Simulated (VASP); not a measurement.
Input of a VASP 6.6.1 run:

Contents of INCAR:

```
PREC     = Accurate       # precision mode
ENCUT    = 520            # plane-wave cutoff, eV
EDIFF    = 1E-6           # SCF threshold, eV
ISMEAR   = 1              # smearing method
SIGMA    = 0.1            # smearing width, eV
LREAL    = False          # projectors in reciprocal space
LASPH    = True           # aspherical terms in the spheres
NELM     = 60             # most SCF steps
ALGO     = Normal         # electronic algorithm
ISIF     = 2              # what is computed and relaxed
LWAVE    = False          # write WAVECAR
LCHARG   = False          # write CHGCAR
GGA      = PE             # functional
NBANDS   = 16             # bands
```

Contents of KPOINTS:

```
regular mesh
0
Gamma
  8 8 9
```

POSCAR

```
AlSn
1.0
    4.1221054280      0.0000000000      0.0000000000
   -2.0610527140      3.5698475819      0.0000000000
    0.0000000000      0.0000000000      3.2469813692
Al Sn
1 1
Direct
    0.0000000000      0.0000000000      0.0000000000
    0.3333333333      0.6666666667      0.5000000000
```

Potentials or basis: VASP PAW PBE potentials, release 64 (Al, Sn_d).

The run is started by

```bash
$ cat potpaw_PBE.64/Al/POTCAR potpaw_PBE.64/Sn_d/POTCAR > POTCAR
$ mpirun -np 1 vasp_std > vasp.out
```

(1) Predict the pressure.

(2) Predict the band gap on the k mesh.

## Answers

(1) 2.8 GPa.

(2) zero (an odd number of electrons rules out a gap without spin polarisation).

Caveat: spin-orbit coupling is left out, which moves the levels of the heavy elements.
